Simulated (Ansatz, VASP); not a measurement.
## One calculation of Al3GaN4, two programs

```xyz
16
Lattice="0.0000 -4.4070 0.0000 0.0000 0.0000 -4.4070 8.5140 0.0000 0.0000" Properties=species:S:1:pos:R:3 pbc="T T T"
Al    0.5394   -2.2035   -4.4070
Al    4.9464   -2.2035   -4.4070
Al    0.5394    0.0000   -2.2035
Al    4.9464    0.0000   -2.2035
Al    2.7429   -2.2035   -2.2035
Al    7.1499   -2.2035   -2.2035
Ga    2.7429    0.0000   -4.4070
Ga    7.1499    0.0000   -4.4070
N     1.6178   -1.1251   -3.2819
N     6.0248   -1.1251   -3.2819
N     1.6178   -3.2819   -1.1251
N     6.0248   -3.2819   -1.1251
N     8.2750   -1.1251   -1.1251
N     3.8680   -1.1251   -1.1251
N     8.2750   -3.2819   -3.2819
N     3.8680   -3.2819   -3.2819
```

Alike in both runs: task single point; functional PBEsol; k mesh 5 × 5 × 3; occupations gaussian, width 0.05 eV; no spin polarisation.

```csv
,VASP,Ansatz
version,VASP 6.6.1,Ansatz 0.2.0
potentials or method,"VASP PAW PBE potentials, release 64 (Al, Ga_d, N), cutoff 520 eV","scalar-relativistic, plane waves, PAW"
valence electrons in the cell,84,84
```

Ansatz gave:

```
gap on the k mesh at the Fermi level (eV)                     : 2.88
least direct gap on the mesh (eV)                             : 2.88
pressure (GPa)                                                : 8.6
traceless stress, the component that is largest in VASP (GPa) : -4.80
rms of the force components (eV/Å)                            : 1.165
```

Task: Estimate VASP's values.

Result: gap on the k mesh at the Fermi level (eV): 2.87; least direct gap on the mesh (eV): 2.87; pressure (GPa): 8.6; traceless stress, the component that is largest in VASP (GPa): -4.90; rms of the force components (eV/Å): 1.174.

VASP's potentials were made for PBE, not for PBEsol. Atom by atom the forces differ by 0.010 eV/Å (rms over components). With one functional, cell and mesh, what is left measures potentials, basis and numerics.
